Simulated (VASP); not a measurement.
Write the native input for VASP 6.6.1 that does the following.

```
Task                   : single point
Functional             : PBE
Dispersion             : D3(BJ)
Potentials or basis    : VASP PAW PBE potentials, release 64 (I)
Cutoff                 : 520 eV
k mesh                 : 9 × 9 × 9
Occupations            : fermi-dirac, width 0.05 eV
Spin                   : no spin polarisation
Dipole correction      : no
Further INCAR settings : ALGO = Normal; EDIFF = 1e-06; NBANDS = 10
```

The structure of I lies in POSCAR:

```
I
1.0
    0.0000000000      2.2990543024      3.6645964361
    2.2211368773      0.0000000000      3.6645964361
    2.2211368773      2.2990543024      0.0000000000
I
1
Direct
    0.0000000000      0.0000000000      0.0000000000
```

The input as run:

INCAR

```
PREC = Accurate
ENCUT = 520
EDIFF = 1E-6
ISMEAR = -1
SIGMA = 0.05
LREAL = False
LASPH = True
NELM = 100
ALGO = Normal
ISIF = 2
LWAVE = False
LCHARG = False
GGA = PE
IVDW = 12
NBANDS = 10
```

KPOINTS

```
Automatic mesh
0
Gamma
  9 9 9
```

Potentials or basis: VASP PAW PBE potentials, release 64 (I).

Launch:

```bash
$ cat potpaw_PBE.64/I/POTCAR > POTCAR
$ mpirun -np 1 vasp_std > vasp.out
```

It gave:

| Property | Result |
| --- | --- |
| Pressure | 0.0 GPa |
| Dispersion energy per atom | -0.349 eV |

Caveat: an odd number of electrons without spin polarisation forces a metal; a magnetic or distorted state may lie lower; pairwise dispersion overbinds metals, which lowers pressure and volume.

It took 21 s on 1 thread of Intel Xeon 6975P-C, with other jobs on the host, peak memory 0.2 GiB.
